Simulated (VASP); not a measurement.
Input of a VASP 6.6.1 run:

INCAR

```
PREC = Accurate ; ENCUT = 500
EDIFF = 1E-7 ; ISMEAR = -1
SIGMA = 0.1 ; LREAL = F
LASPH = T ; NELM = 120
ALGO = Normal ; ISIF = 3
LWAVE = F ; LCHARG = F
GGA = PE ; IBRION = 2
NSW = 60 ; EDIFFG = -0.01
GGA_COMPAT = F ; NELMIN = 4
```

Contents of KPOINTS:

```
regular mesh
0
Gamma
  7 7 7
```

POSCAR

```
W
1.0
    0.0000000000      2.7400000000      2.7400000000
    2.7400000000      0.0000000000      2.7400000000
    2.7400000000      2.7400000000      0.0000000000
W
2
Direct
    1.0000000000      1.0000000000      1.0000000000
    0.2500000000      0.2500000000      0.2500000000
```

Potentials or basis: VASP PAW PBE potentials, release 64 (W_sv).

Run with:

```bash
$ cat potpaw_PBE.64/W_sv/POTCAR > POTCAR
$ mpirun -np 1 vasp_std > vasp.out
```

Task: Predict the space group after relaxing (to 0.1 Å).

Result: Fd-3m (No. 227).

Task: Estimate the band gap on the k mesh.

Result: Zero (bands 14 and 15 overlap by 0.85 eV).

Task: Predict the relaxed cell.

Result: a = 4.129 Å, b = 4.129 Å, c = 4.129 Å, α = 60.00°, β = 60.00°, γ = 60.00°.

Task: Predict the relaxed volume.

Result: 24.89 Å³/atom.

Final structure:
```
W
1.0
     0.00000    2.91973    2.91973
     2.91973    0.00000    2.91973
     2.91973    2.91973    0.00000
W
2
Direct
  0.00000 0.00000 0.00000
  0.25000 0.25000 0.25000
```

Caveat: the volume moved by over 15 % at a fixed basis, so the end points are rough; spin-orbit coupling is left out, which moves the levels of the heavy elements.
